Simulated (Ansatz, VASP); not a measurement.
One calculation of C, two programs

INCAR

```
SYSTEM = C
PREC     = Accurate       ! precision mode
ENCUT    = 600            ! plane-wave cutoff, eV
EDIFF    = 1E-6           ! SCF threshold, eV
ISMEAR   = 0              ! smearing method
SIGMA    = 0.02           ! smearing width, eV
LREAL    = .False.        ! projectors in reciprocal space
LASPH    = .True.         ! aspherical terms in the spheres
NELM     = 120            ! most SCF steps
ALGO     = Normal         ! electronic algorithm
ISIF     = 2              ! what is computed and relaxed
LWAVE    = .False.        ! write WAVECAR
LCHARG   = .True.         ! write CHGCAR
GGA      = PE             ! functional
LELF     = .True.         ! ELF
LVHAR    = .True.       
NBANDS   = 11             ! bands
GGA_COMPAT= .False.
```

Contents of KPOINTS:

```
regular mesh
0
Gamma
  12 12 12
  0 0 0
```

POSCAR

```
C
1.0
    0.0000000000      1.8320333180      1.8320333180
    1.8320333180      0.0000000000      1.8320333180
    1.8320333180      1.8320333180      0.0000000000
C
2
Direct
    0.5000000000      0.5000000000      0.5000000000
    0.7500000000      0.7500000000      0.7500000000
```

Input for Ansatz:

```yaml
crystal:
  lattice:
    - [0.0, 1.832033318, 1.832033318]
    - [1.832033318, 0.0, 1.832033318]
    - [1.832033318, 1.832033318, 0.0]
  atoms:
    - { symbol: C, position: [0.5, 0.5, 0.5] }
    - { symbol: C, position: [0.75, 0.75, 0.75] }
basis:
  ecutwfc: 420
kpoints:
  mp_grid: { grid: [12, 12, 12] }
hamiltonian:
  xc: pbe
scf:
  occupations: { method: gaussian, width: 0.02 }
output:
  forces: true
  stress: true
  eigenvalues: true
  populations: true
```

Alike in both runs: task single point; functional PBE; k mesh 12 × 12 × 12; occupations gaussian, width 0.02 eV; no spin polarisation.

|  | VASP | Ansatz |
| --- | --- | --- |
| version | VASP 6.6.1 | Ansatz 0.2.0 |
| potentials or method | VASP PAW PBE potentials, release 64 (C), cutoff 600 eV | scalar-relativistic, plane waves, PAW |
| valence electrons in the cell | 8 | 8 |

VASP gave:

| Property | Result |
| --- | --- |
| gap on the k mesh at the Fermi level (eV) | 3.97 |
| least direct gap on the mesh (eV) | 5.37 |
| pressure (GPa) | -28.9 |

Task: What did Ansatz give for the same quantities?

Result: gap on the k mesh at the Fermi level (eV): 3.98; least direct gap on the mesh (eV): 5.38; pressure (GPa): -28.8.

Both programs put the cell under strong tension, so it lies far from rest at this level.
